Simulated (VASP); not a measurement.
# TaN (I4mm) in VASP: further runs, part 2 of 2

VASP 6.6.1.

**5. Single point, PBE (all Ta atoms moved +0.263 Å, as atom 1 along Cartesian [0 0 1])**

Input file INCAR:

```
  ALGO = Normal
  EDIFF = 1E-7
  ENCUT = 520
  GGA = PE
  ISIF = 2
  ISMEAR = 0
  LASPH = T
  LCHARG = F
  LREAL = F
  LWAVE = F
  NBANDS = 15
  NELM = 100
  PREC = Accurate
  SIGMA = 0.15
```

Input file KPOINTS:

```
k-points
0
Gamma
  24 24 24
```

Input file POSCAR:

```
TaN
1.0
    0.0000000000      2.2086347786      2.2086347786
    2.2086347786      0.0000000000      2.2086347786
    2.2086347786      2.2086347786      0.0000000000
Ta N
1 1
Direct
    0.5594258504      0.5594258504      0.4405741496
    0.0000000000      0.0000000000      0.0000000000
```

Potentials or basis: VASP PAW PBE potentials, release 64 (Ta_pv, N).

Run with:

```sh
> cat potpaw_PBE.64/Ta_pv/POTCAR potpaw_PBE.64/N/POTCAR > POTCAR
> mpirun -np 1 vasp_std > vasp.out
```

OUTCAR:

```text
EDIFF = 1E-7
   ENCUT = 520
   GGA = PE
   ISIF = 2
   ISMEAR = 0
   LASPH = T
   LREAL = F
   NELM = 100
   PREC = Accurate

 ion  position               nearest neighbor table
   1  0.559  0.559  0.441-   2 1.95   2 2.22   2 2.22   2 2.22   2 2.22   2 2.47
   2  0.000  0.000  0.000-   1 1.95   1 2.22   1 2.22   1 2.22   1 2.22   1 2.47

  LATTYP: Found a face centered cubic cell.
 ALAT       =     4.4172695572

  Lattice vectors:

 A1 = (   0.0000000000,   2.2086347786,   2.2086347786)
 A2 = (   2.2086347786,   0.0000000000,   2.2086347786)
 A3 = (   2.2086347786,   2.2086347786,   0.0000000000)

Analysis of symmetry for initial positions (statically):
=====================================================================
 Subroutine PRICEL returns:
 Original cell was already a primitive cell.

 Routine SETGRP: Setting up the symmetry group for a
 face centered cubic supercell.

 Subroutine GETGRP returns: Found  8 space group operations
 (whereof  8 operations were pure point group operations)
 out of a pool of 48 trial point group operations.

The static configuration has the point symmetry C_4v.

Analysis of symmetry for dynamics (positions and initial velocities):
=====================================================================
 Subroutine PRICEL returns:
 Original cell was already a primitive cell.

 Routine SETGRP: Setting up the symmetry group for a
 face centered cubic supercell.

 Subroutine GETGRP returns: Found  8 space group operations
 (whereof  8 operations were pure point group operations)
 out of a pool of 48 trial point group operations.

The dynamic configuration has the point symmetry C_4v.

 Subroutine INISYM returns: Found  8 space group operations
 (whereof  8 operations are pure point group operations),
 and found     1 'primitive' translations

----------------------------------------------------------------------------------------

                                     Primitive cell

[... 114 lines left out ...]
   LORBIT       =      0    0 simple, 1 ext, 2 COOP (PROOUT), +10 PAW based schemes
   GGA     = PE    functional components
   LHFCALC =     F    Hartree Fock is set to
   AEXX    =    0.0000 exact exchange contribution
   IVDW    =     0    specifies the selected vdW correction
   LEPSILON=     F    determine dielectric tensor
   LRPA    =     F    only Hartree local field effects (RPA)
 non-spin polarized calculation
 Gauss-broadening in eV      SIGMA  =   0.15
  energy-cutoff  :      520.00
  volume of cell :       21.55
 maximum number of plane-waves:       604
   NGX = 11   NGY = 11   NGZ = 11

 number of electron      16.0000002 magnetization

 Free energy of the ion-electron system (eV)
  ---------------------------------------------------
  ext. energy  EPLUGINS =         0.00000000
  ---------------------------------------------------
  free energy    TOTEN  =       -21.51691907 eV

  energy without entropy =      -21.50796172  energy(sigma->0) =      -21.51244040

 E-fermi :   9.2658     XC(G=0): -13.3318

 val. band max:        9.2649246832   @ k =   0.0000  -0.3333   0.0833
 cond. band min:       9.2667163203   @ k =   0.2083   0.0417   0.2917
 fundamental gap:      0.0017916371
 Fermi energy:         9.2657988767

 k-point     1 :       0.0000    0.0000    0.0000
  band No.  band energies     occupation
      1     -26.3904      2.00000
      2     -26.2924      2.00000
      3     -26.2924      2.00000
      4      -9.3685      2.00000
      5       4.4450      2.00000
      6       4.4450      2.00000
      7       4.4662      2.00000
      8       7.4120      2.00000
      9       8.6912      2.00000
     10       8.6912      2.00000
     11       9.5437      0.00878
     12      10.5705      0.00000
     13      11.2345      0.00000
     14      18.6076      0.00000
[... 401 lines left out ...]
      2     -26.3739      2.00000
      3     -26.3452      2.00000
      4      -8.1956      2.00000
      5       1.5468      2.00000
      6       3.2510      2.00000
      7       3.2741      2.00000
      8       7.9943      2.00000
      9       9.1052      1.86995
     10       9.2484      1.13050
     11      12.8400      0.00000
     12      13.1215      0.00000
     13      14.7579      0.00000
     14      21.5630      0.00000
     15      21.8788      0.00000

 [... further k-points ...]
[... 5 lines left out ...]
  --------------------------------------------------------------------------------------
  -------------------------------------------------------------------------------------
  Total        0.2256693      0.2256693      4.5843942      0.0000000      0.0000000      0.0000000
  in kB       16.7795892     16.7795892    340.8716003      0.0000000      0.0000000      0.0000000
  external PRESSURE =     124.8102596 kB  Pullay stress =       0.0000000 kB

 VOLUME and BASIS-vectors are now :
 -----------------------------------------------------------------------------
  energy-cutoff  :      520.00
  volume of cell :       21.55
      direct lattice vectors                 reciprocal lattice vectors
     0.000000000  2.208634779  2.208634779    -0.226384192  0.226384192  0.226384192
     2.208634779  0.000000000  2.208634779     0.226384192 -0.226384192  0.226384192
     2.208634779  2.208634779  0.000000000     0.226384192  0.226384192 -0.226384192

 POSITION                                       TOTAL-FORCE (eV/Angst)
 -----------------------------------------------------------------------------------
      2.20863      2.20863      2.47113         0.000000      0.000000     -2.881705
      0.00000      0.00000      0.00000         0.000000      0.000000      2.881705
 -----------------------------------------------------------------------------------
    total drift:                                0.000000      0.000000      0.000068

  FREE ENERGIE OF THE ION-ELECTRON SYSTEM (eV)
  ---------------------------------------------------
  free  energy   TOTEN  =       -21.5169190732 eV

  energy  without entropy=      -21.5079617217  energy(sigma->0) =      -21.51244040
```

stdout:

```text
POSCAR found type information on POSCAR TaN
 POSCAR found :  2 types and       2 ions
 scaLAPACK will be used
 LDA part: xc-table for (Slater+PW92), standard interpolation
 POSCAR, INCAR and KPOINTS ok, starting setup
 FFT: planning ... GRIDC
 FFT: planning ... GRID_SOFT
 FFT: planning ... GRID
 WAVECAR not read
 entering main loop
```

It took 12 min on 1 thread of AMD EPYC 7R13, shared host; peak memory 0.41 GiB.

Results:

```yaml
Free_energy: -21.5169 eV
Pressure: 12.5 GPa
Largest_force: 2.882 eV/Å
Band_gap_on_the_k_mesh: zero (band 8 reaches 10.85 eV, above the bottom of band 9 at 7.95 eV)
```

Forces in eV/Å, atoms in the order of the input:
```
Ta   0.000  0.000 -2.882
N    0.000  0.000  2.882
```

Stress tensor (GPa, compression positive):
```
 1.68  0.00  0.00
 0.00  1.68  0.00
 0.00  0.00 34.09
```

Levels at points of the mesh, in eV from the Fermi level:
```tsv
k point	band 6	band 7	band 8	band 9	band 10	band 11
(0.00, 0.00, 0.00)	-4.82	-4.80	-1.85	-0.57	-0.57	0.28
(0.50, 0.00, 0.00)	-7.33	-7.23	1.58	1.96	2.15	3.71
(0.50, 0.50, 0.00)	-5.22	-4.54	-4.54	2.35	3.33	3.59
(0.00, 0.50, 0.50)	-6.55	-4.78	-2.64	2.74	3.61	3.66
```

Caveat: the cell differs from its parent crystal (all Ta atoms moved +0.263 Å, as atom 1 along Cartesian [0 0 1]); spin-orbit coupling is left out, which moves the levels of the heavy elements; forces of over 1 eV/Å act on the atoms, so gaps and moduli don't describe the material at rest.
